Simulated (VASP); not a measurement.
CsRe2:

```
Cs Re
1.0
     0.00000    3.11982    3.11982
     3.11982    0.00000    3.11982
     3.11982    3.11982    0.00000
Cs Re
1 2
Direct
  0.00000 0.00000 0.00000
  0.25000 0.25000 0.25000
  0.75000 0.75000 0.75000
```

- Program: VASP 6.6.1
- Task: relaxation of cell and atoms
- Functional: PBE
- Potentials or basis: VASP PAW PBE potentials, release 64 (Cs_sv, Re)
- Cutoff: 600 eV
- k mesh: 6 × 6 × 6
- Occupations: gaussian, width 0.1 eV
- Spin: no spin polarisation

At the start: pressure 5.1 GPa; volume 20.24 Å³/atom.

Question: How do energy, volume and symmetry change on relaxing?

Answer: Over 3 steps the energy falls by 12.6 meV/atom and the volume is 21.09 Å³/atom (+4.2 %); space group Fm-3m (No. 225, to 0.1 Å) before and after.

Step by step:
```tsv
step	energy change (eV)	largest force (eV/Å)	pressure (GPa)	volume (Å³)
1	0.0000	0.0000	5.07	60.73
2	0.0151	0.0000	-4.80	66.54
3	-0.0377	0.0000	-0.02	63.26
```

Final structure:
```
Cs Re
1.0
     0.00000    3.16251    3.16251
     3.16251    0.00000    3.16251
     3.16251    3.16251    0.00000
Cs Re
1 2
Direct
  0.00000 0.00000 0.00000
  0.25000 0.25000 0.25000
  0.75000 0.75000 0.75000
```
